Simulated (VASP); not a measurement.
Runs of VASP 6.6.1 on FePt. The structure is that of space group P4/mmm (No. 123), or close to it. The cells are those of the table. 

```tsv
task	level	potentials or basis	cell	k mesh	cutoff (eV)	smearing	k mesh for the DOS	occupations for the DOS	gap on the mesh (eV)	pressure (GPa)	moment (μB)
single point	PBE	VASP PAW PBE potentials, release 64 (Pt, Fe)	a = 2.724, b = 2.724, c = 3.720 Å, 2 atoms	10 × 10 × 7	520	fermi-dirac 0.05 eV	-	-	none	2.9	3.27
single point	PBE	VASP PAW PBE potentials, release 64 (Pt, Fe)	a = 2.724, b = 2.724, c = 3.720 Å, 2 atoms	10 × 10 × 7	600	gaussian 0.014 eV	-	-	none	2.8	3.25
single point	PBEsol	VASP PAW PBE potentials, release 64 (Pt, Fe)	a = 2.724, b = 2.724, c = 3.720 Å, 2 atoms	10 × 10 × 7	520	fermi-dirac 0.05 eV	-	-	none	(a)	3.27
single point	PBE	VASP PAW PBE potentials, release 64 (Pt, Fe)	a = 2.724, b = 2.724, c = 3.720 Å, 2 atoms	10 × 10 × 7	600	gaussian 0.013 eV	-	-	none	2.8	3.25
relaxation of cell and atoms	BLYP+D4	VASP PAW PBE potentials, release 64 (Pt, Fe)	relaxed from a = 2.724, b = 2.724, c = 3.720 Å, 2 atoms	10 × 10 × 7	600	fermi-dirac 0.05 eV	-	-	none	0.0	3.23
single point	PBE	VASP PAW PBE potentials, release 64 (Pt, Fe)	a = 2.724, b = 2.724, c = 3.720 Å, 2 atoms	10 × 10 × 7	600	gaussian 0.024 eV	-	-	none	2.9	(b)
single point	revPBE	VASP PAW PBE potentials, release 64 (Pt, Fe)	a = 2.724, b = 2.724, c = 3.720 Å, 2 atoms	6 × 6 × 4	520	fermi-dirac 0.05 eV	9 × 9 × 6	tetrahedron	-	-	3.30
single point	LDA	VASP PAW LDA potentials, release 64 (Pt, Fe)	a = 2.724, b = 2.724, c = 3.720 Å, 2 atoms	6 × 6 × 4	520	fermi-dirac 0.05 eV	-	-	none	-13.0	3.23
single point	PBE	VASP PAW PBE potentials, release 64 (Pt, Fe)	a = 2.736, b = 2.736, c = 3.747 Å, 2 atoms	10 × 10 × 7	520	fermi-dirac 0.05 eV	-	-	none	-0.4	3.30
single point	PBEsol	VASP PAW PBE potentials, release 64 (Pt, Fe)	a = 2.742, b = 2.742, c = 3.745 Å, 2 atoms	10 × 10 × 7	520	fermi-dirac 0.05 eV	-	-	none	-10.1	3.31
single point	PBE	VASP PAW PBE potentials, release 64 (Pt, Fe)	a = 2.724, b = 2.724, c = 3.720 Å, 2 atoms	8 × 8 × 6	520	fermi-dirac 0.1 eV	-	-	none	3.3	3.33
single point	RPBE	VASP PAW PBE potentials, release 64 (Pt, Fe)	a = 2.724, b = 2.724, c = 3.720 Å, 2 atoms	10 × 10 × 7	520	fermi-dirac 0.05 eV	-	-	none	7.8	3.30
```

Alike in all rows: spin collinear, ferromagnetic start.

Q: Estimate the missing entries.

A: (a) -6.3; (b) 3.26.

Caveats: some runs use coarse meshes; spin-orbit coupling is left out, which moves the levels of the heavy elements; the PAW data sets were made with another functional, which shifts forces and pressure a little (at least some runs); the cell stands under tension (at least some runs); the cell stands under pressure (at least some runs); tetrahedron occupations give inexact forces and stress in metals (at least some runs).

A k mesh can miss the band edges, and the runs leave out spin-orbit coupling on Pt.

A gap of «none» marks levels without a gap at the run's occupations.
